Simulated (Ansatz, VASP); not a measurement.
# One calculation of InSb, two programs

```
In Sb
1.0
     3.07666    0.00000    0.00000
     0.00000    3.07666    0.00000
     0.00000    0.00000    6.21547
In Sb
1 1
Direct
  0.00000 0.00000 0.00000
  0.00000 0.00000 0.50000
```

Alike in both runs: task single point; functional PBE; k mesh 14 × 14 × 8; no spin polarisation.

|  | VASP | Ansatz |
| --- | --- | --- |
| version | VASP 6.6.1 | Ansatz 0.2.0 |
| potentials or method | VASP PAW PBE potentials, release 64 (In_d, Sb), cutoff 520 eV | scalar-relativistic, plane waves, PAW |
| occupations | methfessel-paxton of order 1, width 0.02 eV | cold, width 0.02 eV |
| valence electrons in the cell | 18 | 28 |

```csv
,VASP,Ansatz,Ansatz less VASP
gap on the k mesh at the Fermi level (eV),none,none,-
pressure (GPa),0.5,0.5,+0.03
"traceless stress, the component that is largest in VASP (GPa)",-0.10,-0.09,+0.017
```

A gap of «none» marks a metal or a gap that the smearing closes. VASP's potentials hold 18 valence electrons a cell and Ansatz's 28, so a difference there can come from the potentials and not from the codes.

Neither program's run includes spin-orbit coupling.
